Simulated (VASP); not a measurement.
# GaN in VASP: further runs, part 2 of 3

VASP 6.6.1.

### Step 3. Single point, PBE (atoms displaced along a vibrational mode)

INCAR reads:

```
SYSTEM = GaN
PREC = Accurate ; ENCUT = 520
EDIFF = 1E-6 ; ISMEAR = 0
SIGMA = 0.05 ; LREAL = .FALSE.
LASPH = .TRUE. ; NELM = 60
ALGO = Normal ; ISIF = 2
LWAVE = .FALSE. ; LCHARG = .FALSE.
GGA = PE ; NBANDS = 46
```

KPOINTS reads:

```
Automatic mesh
0
G
  8 6 6
  0 0 0
```

POSCAR reads:

```
GaN
1.0
   -3.2185392732      0.0000000000      0.0000000000
    0.0000000000      0.0000000000     -5.2433778863
    0.0000000001     -5.5746735474      0.0000000000
Ga N
4 4
Direct
    0.5000000000      0.0078943469      0.1747039634
    0.0000000000      0.0013419190      0.6586238210
    0.0000000000      0.5013419190      0.3413761790
    0.5000000000      0.5078943469      0.8252960366
    0.5000000000      0.6040245709      0.1680082161
    0.0000000000      0.6068682458      0.6652899475
    0.0000000000      0.1068682458      0.3347100525
    0.5000000000      0.1040245709      0.8319917839
```

Potentials or basis: VASP PAW PBE potentials, release 64 (Ga_d, N).

Command:

```
cat potpaw_PBE.64/Ga_d/POTCAR potpaw_PBE.64/N/POTCAR > POTCAR
mpirun -np 1 vasp_std > vasp.out
```

OUTCAR:

```text
SYSTEM = GaN
   PREC = Accurate
   ENCUT = 520
   EDIFF = 1E-6
   ISMEAR = 0
   LREAL = .FALSE.
   LASPH = .TRUE.
   NELM = 60
   ISIF = 2
   GGA = PE

 ion  position               nearest neighbor table
   1  0.500  0.008  0.175-   7 1.91   7 1.91   8 1.98   5 2.12
   2  0.000  0.001  0.659-   7 1.89   8 1.95   8 1.95   6 2.07
   3  0.000  0.501  0.341-   6 1.89   5 1.95   5 1.95   7 2.07
   4  0.500  0.508  0.825-   6 1.91   6 1.91   5 1.98   8 2.12
   5  0.500  0.604  0.168-   3 1.95   3 1.95   4 1.98   1 2.12
   6  0.000  0.607  0.665-   3 1.89   4 1.91   4 1.91   2 2.07
   7  0.000  0.107  0.335-   2 1.89   1 1.91   1 1.91   3 2.07
   8  0.500  0.104  0.832-   2 1.95   2 1.95   1 1.98   4 2.12

  LATTYP: Found a simple orthorhombic cell.
 ALAT       =     3.2185392732
 B/A-ratio  =     1.6291172613
 C/A-ratio  =     1.7320508076

  Lattice vectors:

 A1 = (  -3.2185392732,   0.0000000000,   0.0000000000)
 A2 = (   0.0000000000,   0.0000000000,  -5.2433778863)
 A3 = (   0.0000000001,  -5.5746735474,   0.0000000000)

Analysis of symmetry for initial positions (statically):
=====================================================================
 Subroutine PRICEL returns:
 Original cell was already a primitive cell.

 Routine SETGRP: Setting up the symmetry group for a
 simple orthorhombic supercell.

 Subroutine GETGRP returns: Found  4 space group operations
 (whereof  2 operations were pure point group operations)
 out of a pool of  8 trial point group operations.

The static configuration has the point symmetry C_1h.
 The point group associated with its full space group is C_2v.

Analysis of symmetry for dynamics (positions and initial velocities):
=====================================================================
 Subroutine PRICEL returns:
 Original cell was already a primitive cell.

 Routine SETGRP: Setting up the symmetry group for a
 simple orthorhombic supercell.

 Subroutine GETGRP returns: Found  4 space group operations
 (whereof  2 operations were pure point group operations)
 out of a pool of  8 trial point group operations.

The dynamic configuration has the point symmetry C_1h.
 The point group associated with its full space group is C_2v.

 Subroutine INISYM returns: Found  4 space group operations
 (whereof  2 operations are pure point group operations),
 and found     1 'primitive' translations

----------------------------------------------------------------------------------------

                                     Primitive cell

  volume of cell :      94.0783

  direct lattice vectors                    reciprocal lattice vectors
    -3.218539273  0.000000000  0.000000000    -0.310699953 -0.000000000  0.000000000
     0.000000000  0.000000000 -5.243377886     0.000000000  0.000000000 -0.190716752
     0.000000000 -5.574673547  0.000000000     0.000000000 -0.179382701  0.000000000

  length of vectors
     3.218539273  5.243377886  5.574673547     0.310699953  0.190716752  0.179382701

  position of ions in fractional coordinates (direct lattice)
     0.500000000  0.007894347  0.174703963
[... 48 lines left out ...]
  0.125000  0.000000  0.000000      2.000000
  0.250000  0.000000  0.000000      2.000000
  0.375000  0.000000 -0.000000      2.000000
  0.500000  0.000000  0.000000      1.000000
  0.000000  0.166667  0.000000      2.000000
[... 16 lines left out ...]
  0.250000  0.000000  0.166667      4.000000
  0.375000  0.000000  0.166667      4.000000
 [... further k-points ...]
   k-points           NKPTS =     80   k-points in BZ     NKDIM =     80   number of bands    NBANDS=     46
   number of dos      NEDOS =    301   number of ions     NIONS =      8
   total plane-waves  NPLWV =  40320
   dimension x,y,z NGX =    24 NGY =   40 NGZ =   42
   dimension x,y,z NGXF=    48 NGYF=   80 NGZF=   84
   ions per type =               4   4
   NGX,Y,Z   is equivalent  to a cutoff of  12.40, 12.68, 12.53 a.u.
   NGXF,Y,Z  is equivalent  to a cutoff of  24.79, 25.36, 25.05 a.u.
 SYSTEM =  GaN
   PREC   = accura    normal or accurate (medium, high low for compatibility)
   ISTART =      0    job   : 0-new  1-cont  2-samecut
   ICHARG =      2    charge: 1-file 2-atom 10-const
   ISPIN  =      1    spin polarized calculation?
   LNONCOLLINEAR =      F non collinear calculations
   LSORBIT =      F    spin-orbit coupling
   LASPH  =      T    aspherical Exc in radial PAW
   ENCUT  =  520.0 eV  38.22 Ry    6.18 a.u.   5.98  9.75 10.37*2*pi/ulx,y,z
   NELM   =     60;   NELMIN=  2; NELMDL= -5     # of ELM steps
   EDIFF  = 0.1E-05   stopping-criterion for ELM
   LREAL  =      F    real-space projection
   EDIFFG = 0.1E-04   stopping-criterion for IOM
   NSW    =      0    number of steps for IOM
   IBRION =     -1    ionic relax: 0-MD 1-quasi-New 2-CG
   NFREE  =      0    steps in history (QN), initial steepest desc. (CG)
   ISIF   =      2    stress and relaxation
   ISYM   =      2    0-nonsym 1-usesym 2-fastsym
   POTIM  = 0.5000    time-step for ionic-motion
   TEBEG  =    0.0;   TEEND  =   0.0 temperature during run
   PSTRESS=    0.0 pullay stress
   NELECT =      72.0000    total number of electrons
   NUPDOWN=      -1.0000    fix difference up-down
   EMIN   =  10.00;   EMAX   =-10.00  energy-range for DOS
   EFERMI =   0.00;   METHOD = LEGACY
   ISMEAR =     0;   SIGMA  =   0.05  broadening in eV -4-tet -1-fermi 0-gaus
   EFERMI_NEDOS =   21; number of points for ismear=-14 and -15
   IALGO  =     38    algorithm
   IMIX   =      4    mixing-type and parameters
     AMIX     =   0.40;   BMIX     =  1.00
     AMIX_MAG =   1.60;   BMIX_MAG =  1.00
  volume/ion in A,a.u.               =      11.76        79.36
  Fermi-wavevector in a.u.,A,eV,Ry     =   1.497462  2.829793 30.509608  2.242393
  Thomas-Fermi vector in A             =   2.609347
   LORBIT       =      0    0 simple, 1 ext, 2 COOP (PROOUT), +10 PAW based schemes
   GGA     = PE    functional components
   LHFCALC =     F    Hartree Fock is set to
   AEXX    =    0.0000 exact exchange contribution
   IVDW    =     0    specifies the selected vdW correction
   LEPSILON=     F    determine dielectric tensor
   LRPA    =     F    only Hartree local field effects (RPA)
 non-spin polarized calculation
 Gauss-broadening in eV      SIGMA  =   0.05
  energy-cutoff  :      520.00
  volume of cell :       94.08
 maximum number of plane-waves:      2568
 NGX is ok and might be reduce to    24
   NGX = 11   NGY = 19   NGZ = 21

 number of electron      72.0000024 magnetization

 Free energy of the ion-electron system (eV)
  ---------------------------------------------------
  ext. energy  EPLUGINS =         0.00000000
  ---------------------------------------------------
  free energy    TOTEN  =       -48.30197489 eV

  energy without entropy =      -48.30197489  energy(sigma->0) =      -48.30197489

 E-fermi :   5.3977     XC(G=0): -11.5095

 val. band max:        5.1902463443   @ k =   0.0000   0.0000   0.0000
 cond. band min:       6.7446246179   @ k =   0.0000   0.0000   0.0000
 fundamental gap:      1.5543782735
 Fermi energy:         5.3977278290

 k-point     1 :       0.0000    0.0000    0.0000
  band No.  band energies     occupation
      1     -10.8725      2.00000
      2     -10.2540      2.00000
      3      -9.7268      2.00000
      4      -9.7179      2.00000
      5      -8.4571      2.00000
      6      -8.4569      2.00000
[... 1165 lines left out ...]
     45      14.2381      0.00000
     46      14.4558      0.00000

 [... further k-points ...]

------------------------ aborting loop because EDIFF is reached ----------------------------------------

  FORCE on cell =-STRESS in cart. coord.  units (eV):
  Direction    XX          YY          ZZ          XY          YZ          ZX
  --------------------------------------------------------------------------------------
  -------------------------------------------------------------------------------------
  Total        2.3515038      2.4491934     -2.1844767     -0.0000000      0.0000000      0.0000000
  in kB       40.0467104     41.7103895    -37.2021970     -0.0000000      0.0000000      0.0000000
  external PRESSURE =      14.8516343 kB  Pullay stress =       0.0000000 kB

 VOLUME and BASIS-vectors are now :
 -----------------------------------------------------------------------------
  energy-cutoff  :      520.00
  volume of cell :       94.08
      direct lattice vectors                 reciprocal lattice vectors
    -3.218539273  0.000000000  0.000000000    -0.310699953 -0.000000000  0.000000000
     0.000000000  0.000000000 -5.243377886     0.000000000  0.000000000 -0.190716752
     0.000000000 -5.574673547  0.000000000     0.000000000 -0.179382701  0.000000000

 POSITION                                       TOTAL-FORCE (eV/Angst)
 -----------------------------------------------------------------------------------
     -1.60927     -0.97392     -0.04139        -0.000000      1.142923      1.186323
      0.00000     -3.67161     -0.00704         0.000000     -1.235609      0.650768
      0.00000     -1.90306     -2.62873        -0.000000      1.235609      0.650768
     -1.60927     -4.60076     -2.66308         0.000000     -1.142923      1.186323
     -1.60927     -0.93659     -3.16713        -0.000000      0.034801     -0.826738
      0.00000     -3.70877     -3.18204         0.000000     -0.148131     -1.010353
      0.00000     -1.86590     -0.56035        -0.000000      0.148131     -1.010353
     -1.60927     -4.63808     -0.54544         0.000000     -0.034801     -0.826738
 -----------------------------------------------------------------------------------
    total drift:                               -0.000000      0.000007     -0.000435

  FREE ENERGIE OF THE ION-ELECTRON SYSTEM (eV)
  ---------------------------------------------------
  free  energy   TOTEN  =       -48.3019748886 eV

  energy  without entropy=      -48.3019748886  energy(sigma->0) =      -48.30197489
```

Run time: 2.5 min. Hardware: 1 thread of Intel Xeon 6975P-C (Granite Rapids), shared host; peak memory 0.36 GiB.

Results:

```
Free energy            : -48.3020 eV
Pressure               : 1.5 GPa
Largest force          : 1.647 eV/Å
Band gap on the k mesh : 1.55 eV
```

Forces in eV/Å, atoms in the order of the input:
```
Ga   0.000  1.143  1.186
Ga   0.000 -1.236  0.651
Ga   0.000  1.236  0.651
Ga   0.000 -1.143  1.186
N    0.000  0.035 -0.827
N    0.000 -0.148 -1.010
N    0.000  0.148 -1.010
N    0.000 -0.035 -0.827
```

Stress tensor (GPa, compression positive):
```
 4.00  0.00  0.00
 0.00  4.17  0.00
 0.00  0.00 -3.72
```

Caveat: the cell differs from its parent crystal (atoms displaced along a vibrational mode); forces of over 1 eV/Å act on the atoms, so gaps and moduli don't describe the material at rest.

### Step 4. Single point, PBE (atoms displaced along a vibrational mode)

INCAR reads:

```
SYSTEM = GaN
  PREC = Accurate
  ENCUT = 520
  EDIFF = 1E-7
  ISMEAR = 0
  SIGMA = 0.05
  LREAL = .FALSE.
  LASPH = .TRUE.
  NELM = 60
  ALGO = Normal
  ISIF = 2
  LWAVE = .FALSE.
  LCHARG = .TRUE.
  GGA = PE
  LELF = .TRUE.
  LVHAR = .TRUE.
  NBANDS = 46
```

KPOINTS reads:

```
regular mesh
0
G
  8 6 6
  0 0 0
```

POSCAR reads:

```
GaN
1.0
   -3.2185392732      0.0000000000      0.0000000000
    0.0000000000      0.0000000000     -5.2433778863
    0.0000000001     -5.5746735474      0.0000000000
Ga N
4 4
Direct
    0.5000000000      0.0016143140      0.1666661118
    0.0000000000      0.0016143140      0.6666661118
    0.0000000000      0.5016143140      0.3333338882
    0.5000000000      0.5016143140      0.8333338882
    0.5000000000      0.6203985942      0.1666631497
    0.0000000000      0.6203985942      0.6666631497
    0.0000000000      0.1203985942      0.3333368503
    0.5000000000      0.1203985942      0.8333368503
```

Command:

```
cat potpaw_PBE.64/Ga_d/POTCAR potpaw_PBE.64/N/POTCAR > POTCAR
mpirun -np 1 vasp_std > vasp.out
```

Run time: 3 min. Hardware: 1 thread of Intel Xeon 6975P-C (Granite Rapids), shared host; peak memory 0.37 GiB.

Results (log left out):

```
Free energy            : -48.6443 eV
Pressure               : 0.2 GPa
Largest force          : 0.234 eV/Å
Band gap on the k mesh : 1.71 eV
```

Forces in eV/Å, atoms in the order of the input:
```
Ga   0.000 -0.001  0.234
Ga   0.000 -0.001  0.234
Ga   0.000  0.001  0.234
Ga   0.000  0.001  0.234
N    0.000  0.000 -0.234
N    0.000  0.000 -0.234
N    0.000  0.000 -0.234
N    0.000  0.000 -0.234
```

Stress tensor (GPa, compression positive):
```
 0.78  0.00  0.00
 0.00  0.78  0.00
 0.00  0.00 -1.11
```

Levels at points of the mesh, in eV from the valence-band top:
```
           k point  band 34  band 35  band 36  band 37  band 38  band 39
(0.00, 0.00, 0.00)    -0.04    -0.04     0.00     1.71     4.01     4.95
(0.50, 0.00, 0.00)    -2.10    -1.78    -1.78     5.83     5.83     6.39
(0.00, 0.50, 0.00)    -0.54    -0.54    -0.54     4.04     4.04     4.32
(0.50, 0.50, 0.00)    -1.55    -1.55    -1.55     5.71     5.71     5.71
(0.00, 0.00, 0.50)    -0.63    -0.54    -0.54     4.09     4.09     5.72
(0.50, 0.00, 0.50)    -2.05    -1.04    -1.04     4.95     4.95     5.36
(0.00, 0.50, 0.50)    -1.28    -1.28    -1.28     5.10     5.10     5.10
(0.50, 0.50, 0.50)    -1.80    -1.80    -1.80     4.32     4.32     4.32
```

Caveat: the cell differs from its parent crystal (atoms displaced along a vibrational mode).

[end of part 2 of 3]
